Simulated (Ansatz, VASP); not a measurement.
# One calculation of W5C, two programs

```xyz
6
Lattice="2.8371 0.0000 0.0000 -1.4186 2.4570 0.0000 0.0000 0.0000 12.6039" Properties=species:S:1:pos:R:3 pbc="T T T"
W     0.0000    0.0000    1.4257
W     0.0000    0.0000   11.1782
W     0.0000    1.6380    8.7335
W     0.0000    1.6380    3.8704
W     1.4186    0.8190    6.3020
C     0.0000    1.6380    0.0000
```

Alike in both runs: functional PBE; k mesh 6 × 6 × 2; occupations gaussian, width 0.2 eV; no spin polarisation.

Ansatz relaxed the structure, and its values are those at the end. VASP's run is a single point on that final structure, the one shown.

|  | VASP | Ansatz |
| --- | --- | --- |
| version | VASP 6.6.1 | Ansatz 0.2.0 |
| potentials or method | VASP PAW PBE potentials, release 64 (W_sv, C), cutoff 520 eV | scalar-relativistic, plane waves, PAW |
| valence electrons in the cell | 74 | 74 |

VASP gave:

| Property | Result |
| --- | --- |
| gap on the k mesh at the Fermi level (eV) | none |
| pressure (GPa) | 0.7 |
| rms of the force components (eV/Å) | 0.028 |

Estimate Ansatz's values.

gap on the k mesh at the Fermi level (eV): none; pressure (GPa): 0.1; rms of the force components (eV/Å): 0.015.

A gap of «none» marks a metal or a gap that the smearing closes. With one functional, cell and mesh, what is left measures potentials, basis and numerics.

The k mesh is coarse, so the values compare programs but aren't converged. Spin-orbit coupling is off throughout.
